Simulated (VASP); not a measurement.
GaGe: single point with revPBE

GaGe:

```
CELL_PARAMETERS angstrom
0.02736 2.88752 2.90961
2.93077 -0.01775 2.95471
2.90914 2.91099 0.00389
ATOMIC_POSITIONS crystal
Ga 0.75000 0.75000 0.75000
Ge 0.00000 0.00000 0.00000
```

```
Program                : VASP 6.6.1
Task                   : single point
Functional             : revPBE
Potentials or basis    : VASP PAW PBE potentials, release 64 (Ga_d, Ge_d)
Cutoff                 : 500 eV
k mesh                 : 2 × 2 × 2
Occupations            : methfessel-paxton, width 0.45 eV
Spin                   : no spin polarisation
Dipole correction      : no
Further INCAR settings : ALGO = Normal; EDIFF = 1e-06; NBANDS = 20
```

```json
{"Pressure": "2.5 GPa", "Largest force": "0.149 eV/Å"}
```

Forces in eV/Å, atoms in the order of the input:
```
Ga  -0.094  0.114  0.020
Ge   0.094 -0.114 -0.020
```

Stress tensor (GPa, compression positive):
```
 2.16 -0.19 -0.68
-0.19  2.23  0.57
-0.68  0.57  3.13
```

Levels at points of the mesh, in eV from the Fermi level:
```tsv
k point	band 11	band 12	band 13	band 14	band 15	band 16	band 17	band 18
(0.00, 0.00, 0.00)	-11.00	1.02	1.08	1.09	1.41	3.52	3.63	3.82
(0.50, 0.00, 0.00)	-8.98	-5.93	-0.35	-0.28	1.35	4.54	4.68	7.83
(0.00, 0.50, 0.00)	-9.16	-5.87	-0.20	-0.14	1.59	4.67	4.75	7.97
(0.50, 0.50, 0.00)	-8.03	-6.42	-1.82	-1.80	1.88	1.97	10.19	10.24
(0.00, 0.00, 0.50)	-9.08	-5.90	-0.27	-0.21	1.47	4.56	4.77	7.91
(0.50, 0.00, 0.50)	-8.00	-6.38	-1.94	-1.78	1.77	1.97	10.21	10.26
(0.00, 0.50, 0.50)	-8.00	-6.38	-1.93	-1.79	1.78	1.95	10.21	10.26
(0.50, 0.50, 0.50)	-9.09	-5.89	-0.26	-0.19	1.49	4.57	4.78	7.92
```

Run time: 11 s on 1 thread of Intel Xeon 6975P-C, on a shared host, peak memory 0.16 GiB.

Caveat: the k points lie up to 0.94 Å⁻¹ apart; the PAW data sets were made with another functional, which shifts forces and pressure a little.
